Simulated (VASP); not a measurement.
A run of VASP 6.6.1 is set up as follows.

The input INCAR:

```
  ALGO = Normal
  EDIFF = 1E-7
  ENCUT = 520
  GGA = CA
  ISIF = 2
  ISMEAR = 0
  LASPH = T
  LCHARG = T
  LELF = T
  LREAL = F
  LVHAR = T
  LWAVE = F
  NBANDS = 35
  NELM = 80
  PREC = Accurate
  SIGMA = 0.1
```

KPOINTS

```
k-points
0
Gamma
  4 4 6
```

The input POSCAR:

```
SnO2
1.0
    4.7135081976      0.0000000000      0.0000000000
    0.0000000000      4.7366821645      0.0000000000
    0.0000000000      0.0000000000      3.1866224612
Sn O
2 4
Direct
    0.5000000000      0.5000000000      0.5000000000
    0.0000000000      0.0000000000      0.0000000000
    0.3040913232      0.3081008442      0.0000000000
    0.8040913232      0.1918991558      0.5000000000
    0.1959086768      0.8081008442      0.5000000000
    0.6959086768      0.6918991558      0.0000000000
```

Potentials or basis: VASP PAW LDA potentials, release 64 (Sn_d, O).

Launch:

```bash
$ cat potpaw_LDA.64/Sn_d/POTCAR potpaw_LDA.64/O/POTCAR > POTCAR
$ mpirun -np 1 vasp_std > vasp.out
```

(1) Estimate the largest force.

(2) What does it give for the pressure?

(3) Predict the band gap on the k mesh.

Answers

(1) 0.034 eV/Å.

(2) 1.1 GPa.

(3) 1.20 eV.

Caveat: spin-orbit coupling is left out, which moves the levels of the heavy elements.
